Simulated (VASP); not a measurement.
# GaN (Immm) in VASP: G0W0 quasiparticle levels with PBE

Aim: the G0W0 quasiparticle levels of GaN with PBE.

All numbers are computed with VASP 6.6.1; they aren't measurements. Logs are shortened: lines on timing, memory, paths and dates and some standing lists are left out, and cuts for length are marked.

### Step 1. The cell of the first run

The structure is orthorhombic, space group Immm (No. 71). Conventional cell: a = 2.974 Å, b = 2.989 Å, c = 4.217 Å, α = 90.00°, β = 90.00°, γ = 90.00°. Ga (site symmetry mmm) has 6 N at 2.11 Å within 2.8 Å. N (site symmetry mmm) has 6 Ga at 2.11 Å within 2.8 Å.

### Step 2. G0W0 quasiparticle levels, PBE

Input file POSCAR:

```
GaN
1.0
   -0.0052712881      2.1085152370      2.1085152370
    2.1085152370     -0.0052712881      2.1085152370
    2.1032439489      2.1032439489      0.0000000000
Ga N
1 1
Direct
    0.0000000000      0.0000000000      0.0000000000
    0.5000000000      0.5000000000      0.5000000000
```

Input file INCAR.step1:

```
SYSTEM = GaN
PREC = Accurate ; ENCUT = 500
EDIFF = 1E-8 ; ISMEAR = 0
SIGMA = 0.01 ; LREAL = .False.
LASPH = .True. ; NELM = 80
ALGO = Normal ; LWAVE = .True.
LCHARG = .False. ; GGA = PE
```

Input file INCAR.step2:

```
SYSTEM = GaN
PREC = Accurate ; ENCUT = 500
EDIFF = 1E-8 ; ISMEAR = 0
SIGMA = 0.01 ; LREAL = .False.
LASPH = .True. ; NELM = 1
ALGO = Exact ; LWAVE = .True.
LCHARG = .False. ; GGA = PE
NBANDS = 87 ; LOPTICS = .True.
ISTART = 1
```

Input file INCAR.step3:

```
SYSTEM = GaN
PREC = Accurate ; ENCUT = 500
EDIFF = 1E-8 ; ISMEAR = 0
SIGMA = 0.01 ; LREAL = .False.
LASPH = .True. ; ALGO = EVGW0
LWAVE = .False. ; LCHARG = .False.
GGA = PE ; NELMGW = 1
NBANDS = 87 ; ENCUTGW = 150.0
NOMEGA = 96 ; PRECFOCK = Fast
ISTART = 1 ; NBANDSGW = 17
OMEGAMAX = 20
```

Input file KPOINTS:

```
regular mesh
0
Gamma
  6 6 6
  0 0 0
```

Potentials or basis: VASP PAW PBE potentials, release 64 (Ga_d_GW, N_GW).

Command:

```sh
$ cat potpaw_PBE.64/Ga_d_GW/POTCAR potpaw_PBE.64/N_GW/POTCAR > POTCAR
$ cp INCAR.step1 INCAR
$ mpirun -np 1 vasp_std > vasp.out
$ cp INCAR.step2 INCAR
$ mpirun -np 1 vasp_std > vasp.out
$ cp INCAR.step3 INCAR
$ mpirun -np 1 vasp_std > vasp.out
```

OUTCAR:

```text
SYSTEM = GaN
   PREC = Accurate
   ENCUT = 500
   EDIFF = 1E-8
   ISMEAR = 0
   LREAL = .False.
   LASPH = .True.
   GGA = PE
   NELMGW = 1
   ENCUTGW = 150.0
   PRECFOCK = Fast
   ISTART = 1

 ion  position               nearest neighbor table
   1  0.000  0.000  0.000-   2 2.11   2 2.11   2 2.11   2 2.11   2 2.11   2 2.11
   2  0.500  0.500  0.500-   1 2.11   1 2.11   1 2.11   1 2.11   1 2.11   1 2.11

  LATTYP: Found a body centered orthorhombic cell.
 ALAT       =     2.9744361175
 B/A-ratio  =     1.0050125313
 C/A-ratio  =     1.4177579573

  Lattice vectors:

 A1 = (   0.0052712881,  -2.1085152370,  -2.1085152370)
 A2 = (  -0.0052712881,   2.1085152370,  -2.1085152370)
 A3 = (   2.1085152370,  -0.0052712881,   2.1085152370)

Analysis of symmetry for initial positions (statically):
=====================================================================
 Subroutine PRICEL returns:
 Original cell was already a primitive cell.

 Routine SETGRP: Setting up the symmetry group for a
 body centered orthorhombic supercell.

 Subroutine GETGRP returns: Found  8 space group operations
 (whereof  8 operations were pure point group operations)
 out of a pool of  8 trial point group operations.

The static configuration has the point symmetry D_2h.

Analysis of symmetry for dynamics (positions and initial velocities):
=====================================================================
 Subroutine PRICEL returns:
 Original cell was already a primitive cell.

 Routine SETGRP: Setting up the symmetry group for a
 body centered orthorhombic supercell.

 Subroutine GETGRP returns: Found  8 space group operations
 (whereof  8 operations were pure point group operations)
 out of a pool of  8 trial point group operations.

The dynamic configuration has the point symmetry D_2h.

 Subroutine INISYM returns: Found  8 space group operations
 (whereof  8 operations are pure point group operations),
 and found     1 'primitive' translations

----------------------------------------------------------------------------------------

                                     Primitive cell

  volume of cell :      18.7481

  direct lattice vectors                    reciprocal lattice vectors
    -0.005271288  2.108515237  2.108515237    -0.236542335  0.236542335  0.237133691
     2.108515237 -0.005271288  2.108515237     0.236542335 -0.236542335  0.237133691
     2.103243949  2.103243949  0.000000000     0.237728011  0.237728011 -0.237133691

  length of vectors
     2.981895504  2.981895504  2.974436118     0.410045046  0.410045046  0.411414148

  position of ions in fractional coordinates (direct lattice)
     0.000000000  0.000000000  0.000000000
     0.500000000  0.500000000  0.500000000

  ion indices of the primitive-cell ions
   primitive index   ion index
                 1           1
                 2           2

----------------------------------------------------------------------------------------

 KPOINTS: regular mesh

Automatic generation of k-mesh.
 Grid dimensions read from file:
 generate k-points for:    6    6    6

 Generating k-lattice:

  Cartesian coordinates                     Fractional coordinates (reciprocal lattice)
    -0.039423722  0.039423722  0.039522282     0.166666667  0.000000000  0.000000000
     0.039423722 -0.039423722  0.039522282     0.000000000  0.166666667  0.000000000
     0.039621335  0.039621335 -0.039522282     0.000000000  0.000000000  0.166666667

  Length of vectors
     0.068340841  0.068340841  0.068569025

  Shift w.r.t. Gamma in fractional coordinates (k-lattice)
     0.000000000  0.000000000  0.000000000

 Subroutine IBZKPT returns following result:
 ===========================================

 Found     46 irreducible k-points:

 Following reciprocal coordinates:
            Coordinates               Weight
  0.000000  0.000000  0.000000      1.000000
  0.166667  0.000000  0.000000      4.000000
  0.333333  0.000000  0.000000      4.000000
  0.500000  0.000000  0.000000      2.000000
  0.166667  0.166667  0.000000      2.000000
  0.333333  0.166667  0.000000      4.000000
[... 16 lines left out ...]
 -0.166667  0.333333  0.166667      4.000000
  0.500000  0.500000  0.166667      4.000000
 [... further k-points ...]
   k-points           NKPTS =     46   k-points in BZ     NKDIM =    216   number of bands    NBANDS=     87
   number of dos      NEDOS =    301   number of ions     NIONS =      2
   total plane-waves  NPLWV =  13824
   dimension x,y,z NGX =    24 NGY =   24 NGZ =   24
   dimension x,y,z NGXF=    48 NGYF=   48 NGZF=   48
   ions per type =               1   1
   NGX,Y,Z   is equivalent  to a cutoff of  13.38, 13.38, 13.41 a.u.
   NGXF,Y,Z  is equivalent  to a cutoff of  26.76, 26.76, 26.83 a.u.
 SYSTEM =  GaN
   PREC   = accura    normal or accurate (medium, high low for compatibility)
   ISTART =      1    job   : 0-new  1-cont  2-samecut
   ICHARG =      0    charge: 1-file 2-atom 10-const
   ISPIN  =      1    spin polarized calculation?
   LNONCOLLINEAR =      F non collinear calculations
   LSORBIT =      F    spin-orbit coupling
   LASPH  =      T    aspherical Exc in radial PAW
   ENCUT  =  500.0 eV  36.75 Ry    6.06 a.u.   5.44  5.44  5.42*2*pi/ulx,y,z
   NELM   =     60;   NELMIN=  2; NELMDL=  0     # of ELM steps
   EDIFF  = 0.1E-07   stopping-criterion for ELM
   LREAL  =      F    real-space projection
   EDIFFG = 0.1E-06   stopping-criterion for IOM
   NSW    =      0    number of steps for IOM
   IBRION =     -1    ionic relax: 0-MD 1-quasi-New 2-CG
   NFREE  =      0    steps in history (QN), initial steepest desc. (CG)
   ISIF   =      0    stress and relaxation
   ISYM   =      3    0-nonsym 1-usesym 2-fastsym
   POTIM  = 0.5000    time-step for ionic-motion
   TEBEG  =    0.0;   TEEND  =   0.0 temperature during run
   PSTRESS=    0.0 pullay stress
   NELECT =      18.0000    total number of electrons
   NUPDOWN=      -1.0000    fix difference up-down
   EMIN   =  10.00;   EMAX   =-10.00  energy-range for DOS
   EFERMI =   0.00;   METHOD = LEGACY
   ISMEAR =     0;   SIGMA  =   0.01  broadening in eV -4-tet -1-fermi 0-gaus
   EFERMI_NEDOS =   21; number of points for ismear=-14 and -15
   IALGO  =     38    algorithm
   IMIX   =      4    mixing-type and parameters
     AMIX     =   0.40;   BMIX     =  1.00
     AMIX_MAG =   1.60;   BMIX_MAG =  1.00
  volume/ion in A,a.u.               =       9.37        63.26
  Fermi-wavevector in a.u.,A,eV,Ry     =   1.615027  3.051959 35.488249  2.608313
  Thomas-Fermi vector in A             =   2.709841
   LORBIT       =      0    0 simple, 1 ext, 2 COOP (PROOUT), +10 PAW based schemes
   GGA     = PE    functional components
   LHFCALC =     T    Hartree Fock is set to
   PRECFOCK=fast      Normal, Fast or Accurate (Low or Medium for compatibility)
   ENCUT4O =  -1.0   cutoff for four orbital integrals eV
   NKREDX  =     1    reduce k-point grid by
   NKREDY  =     1    reduce k-point grid by
   NKREDZ  =     1    reduce k-point grid by
   AEXX    =    1.0000 exact exchange contribution
   HFSCREEN=    0.0000 screening length (either q_TF or 0.3 A-1)
   HFSCREENC=   0.0000 screening length for correlation (either q_TF or 0.3 A-1)
   ENCUTFOCK=  -1.0 apply spherical cutoff to Coloumb kernel
   IVDW    =     0    specifies the selected vdW correction
   LEPSILON=     F    determine dielectric tensor
   LRPA    =     F    only Hartree local field effects (RPA)
   LRPAFORCE           =     F    calculate RPA forces
   ENCUTGW             = 150.0    cutoff for response function in eV
   ENCUTGWSOFT         = 120.0    soft cutoff for Coulomb kernel in GW response function in eV
   ENCUTLF             =  -1.0    cutoff for local field effects
   NELMGW              =     1    number of iterations in solving QP/BSE equation
   NELMHF              =     1    number of iterations in the inner HF iteration
   NKREDLFX            =     1    NKREDLFY  =   1   NKREDLFZ  =   1
 non-spin polarized calculation
 Gauss-broadening in eV      SIGMA  =   0.01
  energy-cutoff  :      500.00
  volume of cell :       18.75
 maximum number of plane-waves:       511
 NGX is ok and might be reduce to    24
  NGX = 14; NGY = 14; NGZ = 14
   NGX = 11   NGY = 11   NGZ = 11
 maximum number of plane-waves:        82
 NGX is ok and might be reduce to    14

 QP shifts <psi_nk| G(iteration)W_0 |psi_nk>: iteration 1
 for sc-GW calculations column KS-energies equals QP-energies in previous step
 and V_xc(KS)=  KS-energies - (<T + V_ion + V_H > + <T+V_H+V_ion>^1  + <V_x>^1)

 k-point   1 :       0.0000    0.0000    0.0000
  band No.  KS-energies  QP-energies   sigma(KS)   V_xc(KS)     V^pw_x(r,r')   Z            occupation Imag(sigma)

      1      -9.5990     -10.4452     -15.7883     -14.5440     -24.4163       0.6800       2.0000       1.2668
      2      -6.3007      -9.1243     -25.5016     -21.6471     -34.9898       0.7325       2.0000       0.1174
      3      -6.3007      -9.1243     -25.5016     -21.6471     -34.9898       0.7325       2.0000       0.1174
      4      -6.3007      -9.1243     -25.5016     -21.6471     -34.9898       0.7325       2.0000       0.1174
      5      -6.2041      -9.0695     -25.7642     -21.8490     -35.4639       0.7319       2.0000       0.1580
      6      -6.2041      -9.0695     -25.7642     -21.8490     -35.4639       0.7319       2.0000       0.1580
[... 9 lines left out ...]
     16      23.6930      24.3123     -11.9235     -12.7401      -4.5101       0.7583       0.0000      -0.5029
     17      23.8891      24.0584      -9.3098      -9.5260      -2.7098       0.7825       0.0000      -0.2805

 k-point   2 :       0.1667    0.0000    0.0000
  band No.  KS-energies  QP-energies   sigma(KS)   V_xc(KS)     V^pw_x(r,r')   Z            occupation Imag(sigma)

      1      -9.0650      -9.8903     -15.9257     -14.7052     -24.4486       0.6762       2.0000       1.2035
      2      -6.3209      -9.1326     -25.4229     -21.5839     -34.8995       0.7324       2.0000       0.1232
      3      -6.3015      -9.1287     -25.5342     -21.6722     -35.1005       0.7321       2.0000       0.1383
      4      -6.2970      -9.1251     -25.5401     -21.6774     -35.1066       0.7321       2.0000       0.1380
      5      -6.2121      -9.0634     -25.6925     -21.8018     -35.3192       0.7328       2.0000       0.1446
      6      -6.2121      -9.0634     -25.6925     -21.8018     -35.3192       0.7328       2.0000       0.1446
[... 9 lines left out ...]
     16      24.3467      24.8107     -11.7915     -12.3773      -5.6367       0.7921       0.0000      -0.3333
     17      29.3545      29.6773     -10.5393     -10.9421      -3.5845       0.8014       0.0000      -0.6696

 k-point   3 :       0.3333    0.0000    0.0000
  band No.  KS-energies  QP-energies   sigma(KS)   V_xc(KS)     V^pw_x(r,r')   Z            occupation Imag(sigma)
[... 421 lines left out ...]
      1      -7.6832      -9.3582     -20.7226     -18.3044     -29.8228       0.6926       2.0000       0.6427
      2      -6.3719      -9.1677     -25.2924     -21.4717     -34.7443       0.7318       2.0000       0.1267
      3      -6.3137      -9.1107     -25.3929     -21.5677     -34.9687       0.7312       2.0000       0.1627
      4      -6.1908      -8.9877     -25.4577     -21.6354     -35.0230       0.7317       2.0000       0.1620
      5      -6.0997      -8.9480     -25.7506     -21.8739     -35.2779       0.7347       2.0000       0.1188
      6      -5.0755      -7.0037     -21.9811     -19.3570     -30.6426       0.7348       2.0000       0.4881
[... 9 lines left out ...]
     16      32.0974      32.6354     -11.1953     -11.8631      -3.8873       0.8055       0.0000      -0.9588
     17      34.6382      35.5088     -11.2818     -12.3428      -3.9855       0.8205       0.0000      -1.1521

 k-point  24 :       0.5000    0.5000    0.1667
  band No.  KS-energies  QP-energies   sigma(KS)   V_xc(KS)     V^pw_x(r,r')   Z            occupation Imag(sigma)

      1      -7.8664      -9.7013     -21.5155     -18.8636     -30.8366       0.6919       2.0000       0.5617
      2      -6.4357      -9.2238     -25.2089     -21.3972     -34.6464       0.7314       2.0000       0.1262
      3      -6.1826      -9.0361     -25.7326     -21.8384     -35.4260       0.7327       2.0000       0.1649
      4      -6.1100      -8.9404     -25.6484     -21.7941     -35.1571       0.7343       2.0000       0.1267
      5      -6.0361      -8.8981     -25.8551     -21.9636     -35.4174       0.7354       2.0000       0.1212
      6      -4.0512      -5.7286     -21.5527     -19.2719     -29.9083       0.7355       2.0000       0.5153
[... 9 lines left out ...]
     16      34.0431      34.7221     -11.4096     -12.2442      -3.8860       0.8136       0.0000      -1.2357
     17      35.6506      36.5342     -12.7412     -13.8093      -4.8927       0.8272       0.0000      -1.5921

 [... further k-points ...]
```

Run time: 14 min. Hardware: 1 thread of Intel Xeon 6975P-C (Granite Rapids), shared host; peak memory 0.55 GiB.

Results:

```yaml
Quasiparticle_gap: 1.49 eV
Least_direct_quasiparticle_gap: 3.82 eV
Band_gap_of_the_starting_levels_on_the_mesh: 0.60 eV
Least_direct_gap_of_the_starting_levels_on_the_mesh: 2.80 eV
```

Caveat: the k points lie up to 0.43 Å⁻¹ apart; bands, screening cutoff and mesh are small and nothing is extrapolated, so the quasiparticle values aren't converged; the structure was generated, so it needn't be the stable form of GaN.
